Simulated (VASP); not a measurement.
# SrHAu (P4/nmm) in VASP: single point with RPBE

Aim: the single point of SrHAu with RPBE.

Program: VASP 6.6.1. These are calculated values, not measurements. Logs are shortened: lines on timing, memory, paths and dates and some standing lists are left out, and cuts for length are marked.

### Step 1. The cell of the first run

It takes space group P4/nmm (No. 129, tetragonal). Conventional cell: a = 3.923 Å, b = 3.923 Å, c = 7.583 Å, α = 90.00°, β = 90.00°, γ = 90.00°. Within 3.3 Å of Sr (site symmetry 4mm) lie 4 H at 2.48 Å and 4 Au at 2.88 Å. H (site symmetry -4m2) has 4 Sr at 2.48 Å and 4 H at 2.77 Å and 4 Au at 3.00 Å within 3.3 Å. Within 3.8 Å of Au (site symmetry 4mm) lie 6 Sr at 2.88 to 3.79 Å and 4 H at 3.00 Å.

### Step 2. Single point, RPBE

The input, INCAR:

```
SYSTEM = SrHAu
  PREC = Accurate
  ENCUT = 520
  EDIFF = 1E-7
  ISMEAR = -1
  SIGMA = 0.1
  LREAL = .False.
  LASPH = .True.
  NELM = 80
  ALGO = Normal
  ISIF = 2
  LWAVE = .False.
  LCHARG = .False.
  GGA = RP
  NBANDS = 31
```

The input, KPOINTS:

```
regular mesh
0
Gamma
  7 7 4
  0 0 0
```

The input, POSCAR:

```
SrHAu
1.0
    3.9227610000      0.0000000000      0.0000000000
    0.0000000000      3.9227610000      0.0000000000
    0.0000000000      0.0000000000      7.5834670000
Sr H Au
2 2 2
Direct
    0.0000000000      0.5000000000      0.2000000000
    0.5000000000      0.0000000000      0.8000000000
    0.0000000000      0.0000000000      0.0000000000
    0.5000000000      0.5000000000      0.0000000000
    0.0000000000      0.5000000000      0.7000000000
    0.5000000000      0.0000000000      0.3000000000
```

Potentials or basis: VASP PAW PBE potentials, release 64 (Sr_sv, H, Au).

Started as:

```bash
$ cat potpaw_PBE.64/Sr_sv/POTCAR potpaw_PBE.64/H/POTCAR potpaw_PBE.64/Au/POTCAR > POTCAR
$ mpirun -np 1 vasp_std > vasp.out
```

OUTCAR:

```text
SYSTEM = SrHAu
   PREC = Accurate
   ENCUT = 520
   EDIFF = 1E-7
   ISMEAR = -1
   LREAL = .False.
   LASPH = .True.
   NELM = 80
   ISIF = 2
   GGA = RP

 ion  position               nearest neighbor table
   1  0.000  0.500  0.200-   3 2.48   4 2.48   3 2.48   4 2.48   6 2.88   6 2.88   6 2.88   6 2.88
                             5 3.79   5 3.79   2 4.11   2 4.11   2 4.11   2 4.11
   2  0.500  0.000  0.800-   3 2.48   4 2.48   4 2.48   3 2.48   5 2.88   5 2.88   5 2.88   5 2.88
                             6 3.79   6 3.79   1 4.11   1 4.11   1 4.11   1 4.11
   3  0.000  0.000  0.000-   1 2.48   2 2.48   1 2.48   2 2.48
   4  0.500  0.500  0.000-   1 2.48   2 2.48   2 2.48   1 2.48
   5  0.000  0.500  0.700-   2 2.88   2 2.88   2 2.88   2 2.88   1 3.79   1 3.79
   6  0.500  0.000  0.300-   1 2.88   1 2.88   1 2.88   1 2.88   2 3.79   2 3.79

  LATTYP: Found a simple tetragonal cell.
 ALAT       =     3.9227610000
 C/A-ratio  =     1.9331962870

  Lattice vectors:

 A1 = (   3.9227610000,   0.0000000000,   0.0000000000)
 A2 = (   0.0000000000,   3.9227610000,   0.0000000000)
 A3 = (   0.0000000000,   0.0000000000,   7.5834670000)

Analysis of symmetry for initial positions (statically):
=====================================================================
 Subroutine PRICEL returns:
 Original cell was already a primitive cell.

 Routine SETGRP: Setting up the symmetry group for a
 simple tetragonal supercell.

 Subroutine GETGRP returns: Found 16 space group operations
 (whereof  8 operations were pure point group operations)
 out of a pool of 16 trial point group operations.

The static configuration has the point symmetry D_2d.
 The point group associated with its full space group is D_4h.

Analysis of symmetry for dynamics (positions and initial velocities):
=====================================================================
 Subroutine PRICEL returns:
 Original cell was already a primitive cell.

 Routine SETGRP: Setting up the symmetry group for a
 simple tetragonal supercell.

 Subroutine GETGRP returns: Found 16 space group operations
 (whereof  8 operations were pure point group operations)
 out of a pool of 16 trial point group operations.

The dynamic configuration has the point symmetry D_2d.
 The point group associated with its full space group is D_4h.

 Subroutine INISYM returns: Found 16 space group operations
 (whereof  8 operations are pure point group operations),
 and found     1 'primitive' translations

----------------------------------------------------------------------------------------

                                     Primitive cell

  volume of cell :     116.6948

  direct lattice vectors                    reciprocal lattice vectors
     3.922761000  0.000000000  0.000000000     0.254922490  0.000000000  0.000000000
     0.000000000  3.922761000  0.000000000     0.000000000  0.254922490  0.000000000
     0.000000000  0.000000000  7.583467000     0.000000000  0.000000000  0.131865808

  length of vectors
     3.922761000  3.922761000  7.583467000     0.254922490  0.254922490  0.131865808

  position of ions in fractional coordinates (direct lattice)
     0.000000000  0.500000000  0.200000000
     0.500000000  0.000000000  0.800000000
     0.000000000  0.000000000  0.000000000
     0.500000000  0.500000000  0.000000000
     0.000000000  0.500000000  0.700000000
     0.500000000  0.000000000  0.300000000

  ion indices of the primitive-cell ions
   primitive index   ion index
                 1           1
                 2           2
                 3           3
                 4           4
                 5           5
                 6           6

----------------------------------------------------------------------------------------

 KPOINTS: regular mesh

Automatic generation of k-mesh.
 Grid dimensions read from file:
 generate k-points for:    7    7    4

 Generating k-lattice:

  Cartesian coordinates                     Fractional coordinates (reciprocal lattice)
     0.036417499  0.000000000  0.000000000     0.142857143  0.000000000  0.000000000
     0.000000000  0.036417499  0.000000000     0.000000000  0.142857143  0.000000000
     0.000000000  0.000000000  0.032966452     0.000000000  0.000000000  0.250000000

  Length of vectors
     0.036417499  0.036417499  0.032966452

  Shift w.r.t. Gamma in fractional coordinates (k-lattice)
     0.000000000  0.000000000  0.000000000

 Subroutine IBZKPT returns following result:
 ===========================================

 Found     30 irreducible k-points:

 Following reciprocal coordinates:
            Coordinates               Weight
  0.000000  0.000000  0.000000      1.000000
  0.142857  0.000000  0.000000      4.000000
  0.285714  0.000000  0.000000      4.000000
  0.428571  0.000000  0.000000      4.000000
  0.142857  0.142857  0.000000      4.000000
  0.285714  0.142857  0.000000      8.000000
[... 16 lines left out ...]
  0.285714  0.000000  0.500000      4.000000
  0.428571  0.000000  0.500000      4.000000
 [... further k-points ...]
   k-points           NKPTS =     30   k-points in BZ     NKDIM =     30   number of bands    NBANDS=     31
   number of dos      NEDOS =    301   number of ions     NIONS =      6
   total plane-waves  NPLWV =  50400
   dimension x,y,z NGX =    30 NGY =   30 NGZ =   56
   dimension x,y,z NGXF=    60 NGYF=   60 NGZF=  112
   ions per type =               2   2   2
   NGX,Y,Z   is equivalent  to a cutoff of  12.71, 12.71, 12.28 a.u.
   NGXF,Y,Z  is equivalent  to a cutoff of  25.43, 25.43, 24.55 a.u.
 SYSTEM =  SrHAu
   PREC   = accura    normal or accurate (medium, high low for compatibility)
   ISTART =      0    job   : 0-new  1-cont  2-samecut
   ICHARG =      2    charge: 1-file 2-atom 10-const
   ISPIN  =      1    spin polarized calculation?
   LNONCOLLINEAR =      F non collinear calculations
   LSORBIT =      F    spin-orbit coupling
   LASPH  =      T    aspherical Exc in radial PAW
   ENCUT  =  520.0 eV  38.22 Ry    6.18 a.u.   7.29  7.29 14.10*2*pi/ulx,y,z
   NELM   =     80;   NELMIN=  2; NELMDL= -5     # of ELM steps
   EDIFF  = 0.1E-06   stopping-criterion for ELM
   LREAL  =      F    real-space projection
   EDIFFG = 0.1E-05   stopping-criterion for IOM
   NSW    =      0    number of steps for IOM
   IBRION =     -1    ionic relax: 0-MD 1-quasi-New 2-CG
   NFREE  =      0    steps in history (QN), initial steepest desc. (CG)
   ISIF   =      2    stress and relaxation
   ISYM   =      2    0-nonsym 1-usesym 2-fastsym
   POTIM  = 0.5000    time-step for ionic-motion
   TEBEG  =    0.0;   TEEND  =   0.0 temperature during run
   PSTRESS=    0.0 pullay stress
   NELECT =      44.0000    total number of electrons
   NUPDOWN=      -1.0000    fix difference up-down
   EMIN   =  10.00;   EMAX   =-10.00  energy-range for DOS
   EFERMI =   0.00;   METHOD = LEGACY
   ISMEAR =    -1;   SIGMA  =   0.10  broadening in eV -4-tet -1-fermi 0-gaus
   EFERMI_NEDOS =   21; number of points for ismear=-14 and -15
   IALGO  =     38    algorithm
   IMIX   =      4    mixing-type and parameters
     AMIX     =   0.40;   BMIX     =  1.00
     AMIX_MAG =   1.60;   BMIX_MAG =  1.00
  volume/ion in A,a.u.               =      19.45       131.25
  Fermi-wavevector in a.u.,A,eV,Ry     =   1.182702  2.234982 19.031603  1.398783
  Thomas-Fermi vector in A             =   2.318951
   LORBIT       =      0    0 simple, 1 ext, 2 COOP (PROOUT), +10 PAW based schemes
   GGA     = RP    functional components
   LHFCALC =     F    Hartree Fock is set to
   AEXX    =    0.0000 exact exchange contribution
   IVDW    =     0    specifies the selected vdW correction
   LEPSILON=     F    determine dielectric tensor
   LRPA    =     F    only Hartree local field effects (RPA)
 non-spin polarized calculation
  energy-cutoff  :      520.00
  volume of cell :      116.69
 maximum number of plane-waves:      3172
 NGX is ok and might be reduce to    30
   NGX = 15   NGY = 15   NGZ = 29

 number of electron      44.0000005 magnetization

 Free energy of the ion-electron system (eV)
  ---------------------------------------------------
  ext. energy  EPLUGINS =         0.00000000
  ---------------------------------------------------
  free energy    TOTEN  =       -16.33924051 eV

  energy without entropy =      -16.33819340  energy(sigma->0) =      -16.33871695

 E-fermi :   3.7530     XC(G=0):  -9.5628

 val. band max:        3.4198031573   @ k =   0.0000   0.0000   0.5000
 cond. band min:       4.0450815454   @ k =   0.0000   0.0000   0.5000
 fundamental gap:      0.6252783881
 Fermi energy:         3.7529764972

 k-point     1 :       0.0000    0.0000    0.0000
  band No.  band energies     occupation
      1     -30.7491      2.00000
      2     -30.7304      2.00000
      3     -12.9691      2.00000
      4     -12.8116      2.00000
      5     -12.8116      2.00000
      6     -12.7611      2.00000
[... 23 lines left out ...]
     30       9.9144      0.00000
     31       9.9144      0.00000

 k-point     2 :       0.1429    0.0000    0.0000
  band No.  band energies     occupation
      1     -30.7442      2.00000
      2     -30.7273      2.00000
      3     -12.9517      2.00000
      4     -12.8955      2.00000
      5     -12.8348      2.00000
      6     -12.8141      2.00000
[... 23 lines left out ...]
     30       9.4962      0.00000
     31       9.5823      0.00000

 k-point     3 :       0.2857    0.0000    0.0000
  band No.  band energies     occupation
      1     -30.7325      2.00000
      2     -30.7208      2.00000
      3     -13.0523      2.00000
      4     -13.0230      2.00000
      5     -12.8779      2.00000
      6     -12.8185      2.00000
[... 23 lines left out ...]
     30       9.8837      0.00000
     31      10.0333      0.00000

 k-point     4 :       0.4286    0.0000    0.0000
  band No.  band energies     occupation
      1     -30.7215      2.00000
      2     -30.7173      2.00000
      3     -13.1651      2.00000
      4     -13.1538      2.00000
      5     -12.8176      2.00000
      6     -12.8157      2.00000
[... 635 lines left out ...]
     30       9.6902      0.00000
     31      10.0728      0.00000

 k-point    23 :       0.2857    0.0000    0.5000
  band No.  band energies     occupation
      1     -30.7322      2.00000
      2     -30.7211      2.00000
      3     -13.0575      2.00000
      4     -13.0276      2.00000
      5     -12.8634      2.00000
      6     -12.8180      2.00000
[... 23 lines left out ...]
     30       9.4958      0.00000
     31      10.0233      0.00000

 k-point    24 :       0.4286    0.0000    0.5000
  band No.  band energies     occupation
      1     -30.7214      2.00000
      2     -30.7174      2.00000
      3     -13.1698      2.00000
      4     -13.1578      2.00000
      5     -12.8174      2.00000
      6     -12.8082      2.00000
[... 23 lines left out ...]
     30      10.3257      0.00000
     31      10.4246      0.00000

 [... further k-points ...]
[... 5 lines left out ...]
  --------------------------------------------------------------------------------------
  -------------------------------------------------------------------------------------
  Total       13.1787856     13.1787856      0.7920847      0.0000000      0.0000000      0.0000000
  in kB      180.9399548    180.9399548     10.8750367      0.0000000      0.0000000      0.0000000
  external PRESSURE =     124.2516488 kB  Pullay stress =       0.0000000 kB

 VOLUME and BASIS-vectors are now :
 -----------------------------------------------------------------------------
  energy-cutoff  :      520.00
  volume of cell :      116.69
      direct lattice vectors                 reciprocal lattice vectors
     3.922761000  0.000000000  0.000000000     0.254922490  0.000000000  0.000000000
     0.000000000  3.922761000  0.000000000     0.000000000  0.254922490  0.000000000
     0.000000000  0.000000000  7.583467000     0.000000000  0.000000000  0.131865808

 POSITION                                       TOTAL-FORCE (eV/Angst)
 -----------------------------------------------------------------------------------
      0.00000      1.96138      1.51669        -0.000000     -0.000000     -1.361664
      1.96138      0.00000      6.06677         0.000000      0.000000      1.361664
      0.00000      0.00000      0.00000         0.000000      0.000000      0.000000
      1.96138      1.96138      0.00000         0.000000     -0.000000      0.000000
      0.00000      1.96138      5.30843         0.000000      0.000000     -1.481953
      1.96138      0.00000      2.27504        -0.000000      0.000000      1.481953
 -----------------------------------------------------------------------------------
    total drift:                                0.000000      0.000000      0.000000

  FREE ENERGIE OF THE ION-ELECTRON SYSTEM (eV)
  ---------------------------------------------------
  free  energy   TOTEN  =       -16.3392405063 eV

  energy  without entropy=      -16.3381933996  energy(sigma->0) =      -16.33871695
```

Wall time 82 s (1 thread of Intel Xeon Platinum 8375C at 2.90GHz (Ice Lake), shared host); peak memory 0.28 GiB.

Results:

```yaml
Free_energy: -16.3392 eV
Pressure: 12.4 GPa
Largest_force: 1.482 eV/Å
Band_gap_on_the_k_mesh: 0.63 eV, direct
```

Forces in eV/Å, atoms in the order of the input:
```
Sr   0.000  0.000 -1.362
Sr   0.000  0.000  1.362
H    0.000  0.000  0.000
H    0.000  0.000  0.000
Au   0.000  0.000 -1.482
Au   0.000  0.000  1.482
```

Levels at points of the mesh, in eV from the valence-band top:
| k point | band 19 | band 20 | band 21 | band 22 | band 23 | band 24 | band 25 | band 26 |
| --- | --- | --- | --- | --- | --- | --- | --- | --- |
| (0.00, 0.00, 0.00) | -3.08 | -2.62 | -1.93 | -0.52 | 3.03 | 4.56 | 4.67 | 4.67 |
| (0.00, 0.00, 0.50) | -3.10 | -3.10 | -0.50 | 0.00 | 0.63 | 4.56 | 4.91 | 4.91 |

Caveat: the PAW data sets were made with another functional, which shifts forces and pressure a little; spin-orbit coupling is left out, which moves the levels of the heavy elements.
